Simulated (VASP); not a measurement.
Crystal: ScRu3.

```xyz
4
Lattice="3.9384 0.0000 0.0000 0.0000 3.9384 0.0000 0.0000 0.0000 3.9384" Properties=species:S:1:pos:R:3 pbc="T T T"
Ru    1.9692    1.9692    0.0000
Ru    1.9692    0.0000    1.9692
Ru    0.0000    1.9692    1.9692
Sc    0.0000    0.0000    0.0000
```

```yaml
Program: VASP 6.6.1
Task: relaxation of cell and atoms
Functional: PBEsol
Dispersion: D3(BJ)
Potentials_or_basis: VASP PAW PBE potentials, release 64 (Ru_pv, Sc_sv)
Cutoff: 600 eV
k_mesh: 7 × 7 × 7
Occupations: fermi-dirac, width 0.05 eV
Spin: no spin polarisation
```

At the start: pressure -15.2 GPa; volume 15.27 Å³/atom.

Problem. Where does the relaxation end?

Solution. Over 7 steps the energy falls by 54.9 meV/atom and the volume is 14.19 Å³/atom (-7.1 %); space group Pm-3m (No. 221, to 0.1 Å) before and after.

The path:
| step | energy change (eV) | largest force (eV/Å) | pressure (GPa) | volume (Å³) |
| --- | --- | --- | --- | --- |
| 1 | 0.0000 | 0.0000 | -15.18 | 61.09 |
| 2 | 0.7821 | 0.0000 | 48.19 | 49.17 |
| 3 | -0.2192 | 0.0000 | -0.84 | 56.96 |
| 4 | -0.2197 | 0.0000 | -0.18 | 56.80 |
| 5 | -0.2197 | 0.0000 | 0.21 | 56.71 |
| 6 | -0.2196 | 0.0000 | -0.34 | 56.84 |
| 7 | -0.2197 | 0.0000 | 0.01 | 56.76 |

Final structure:
```
CELL_PARAMETERS angstrom
3.84304 0.00000 0.00000
0.00000 3.84304 0.00000
0.00000 0.00000 3.84304
ATOMIC_POSITIONS crystal
Ru 0.50000 0.50000 0.00000
Ru 0.50000 0.00000 0.50000
Ru 0.00000 0.50000 0.50000
Sc 0.00000 0.00000 0.00000
```

Caveat: the PAW data sets were made with another functional, which shifts forces and pressure a little.
